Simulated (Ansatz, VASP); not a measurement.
TiO2: VASP beside Ansatz

Contents of INCAR:

```
PREC     = Accurate       # precision mode
ENCUT    = 520            # plane-wave cutoff, eV
EDIFF    = 1E-6           # SCF threshold, eV
ISMEAR   = -1             # smearing method
SIGMA    = 0.05           # smearing width, eV
LREAL    = False          # projectors in reciprocal space
LASPH    = True           # aspherical terms in the spheres
NELM     = 100            # most SCF steps
ALGO     = Normal         # electronic algorithm
ISIF     = 2              # what is computed and relaxed
LWAVE    = False          # write WAVECAR
LCHARG   = False          # write CHGCAR
GGA      = B5             # functional
ALDAX    = 1.0          
AGGAX    = 1.0          
AGGAC    = 1.0          
ALDAC    = 0.0          
IVDW     = 13             # dispersion correction
VDW_S6   = 1.0          
VDW_S8   = 2.34076671   
VDW_A1   = 0.44488865   
VDW_A2   = 4.0933009    
NBANDS   = 60             # bands
```

The input KPOINTS:

```
Automatic mesh
0
Gamma
  8 8 4
```

File POSCAR:

```
TiO2
1.0
    6.2345546003     -1.9082538226      0.0000000000
    6.2345546003      1.9082538226      0.0000000000
   -1.9537017297      0.0000000000      6.4122523021
Ti O
4 8
Direct
    0.9000710000      0.9000710000      0.2896020000
    0.1952860000      0.1952860000      0.2837620000
    0.0999290000      0.0999290000      0.7103980000
    0.8047140000      0.8047140000      0.7162380000
    0.3619310000      0.3619310000      0.2933970000
    0.2634885000      0.2634885000      0.6525000000
    0.8671885000      0.8671885000      0.9952910000
    0.7365115000      0.7365115000      0.3475000000
    0.9416475000      0.9416475000      0.6300210000
    0.1328115000      0.1328115000      0.0047090000
    0.6380690000      0.6380690000      0.7066030000
    0.0583525000      0.0583525000      0.3699790000
```

File input.yaml:

```yaml
crystal:
  lattice:
    - [6.2345546003, -1.9082538226, 0.0]
    - [6.2345546003, 1.9082538226, 0.0]
    - [-1.9537017297, 0.0, 6.4122523021]
  atoms:
    - { symbol: Ti, position: [0.900071, 0.900071, 0.289602] }
    - { symbol: Ti, position: [0.195286, 0.195286, 0.283762] }
    - { symbol: Ti, position: [0.099929, 0.099929, 0.710398] }
    - { symbol: Ti, position: [0.804714, 0.804714, 0.716238] }
    - { symbol: O, position: [0.361931, 0.361931, 0.293397] }
    - { symbol: O, position: [0.2634885, 0.2634885, 0.6525] }
    - { symbol: O, position: [0.8671885, 0.8671885, 0.995291] }
    - { symbol: O, position: [0.7365115, 0.7365115, 0.3475] }
    - { symbol: O, position: [0.9416475, 0.9416475, 0.630021] }
    - { symbol: O, position: [0.1328115, 0.1328115, 0.004709] }
    - { symbol: O, position: [0.638069, 0.638069, 0.706603] }
    - { symbol: O, position: [0.0583525, 0.0583525, 0.369979] }
hamiltonian:
  xc: blyp
  pseudopotentials: { kind: paw }
  dispersion: d4
kpoints:
  mp_grid: { grid: [8, 8, 4] }
scf:
  occupations: { method: fermi_dirac, width: 0.05 }
output:
  forces: true
  stress: true
  eigenvalues: true
  write_density: true
  write_potential: true
  elf: true
  volumetric_format: npy
```

Alike in both runs: task single point; functional BLYP; dispersion D4; k mesh 8 × 8 × 4; occupations fermi-dirac, width 0.05 eV; no spin polarisation.

```csv
,VASP,Ansatz
version,VASP 6.6.1,Ansatz 0.2.0
potentials or method,"VASP PAW PBE potentials, release 64 (Ti_sv, O)",Ansatz PAW
plane-wave cutoff (eV),520,420
valence electrons in the cell,96,96
```

Ansatz gave:

* gap on the k mesh at the Fermi level (eV): 2.60
* least direct gap on the mesh (eV): 2.76
* pressure (GPa): -9.1
* traceless stress, the component that is largest in VASP (GPa): -0.14
* rms of the force components (eV/Å): 0.176

Question: Estimate VASP's values.

Answer: gap on the k mesh at the Fermi level (eV): 2.57; least direct gap on the mesh (eV): 2.73; pressure (GPa): -8.2; traceless stress, the component that is largest in VASP (GPa): -0.30; rms of the force components (eV/Å): 0.134.

VASP's potentials were made for PBE, not for BLYP. Atom by atom the forces differ by 0.045 eV/Å (rms over components).
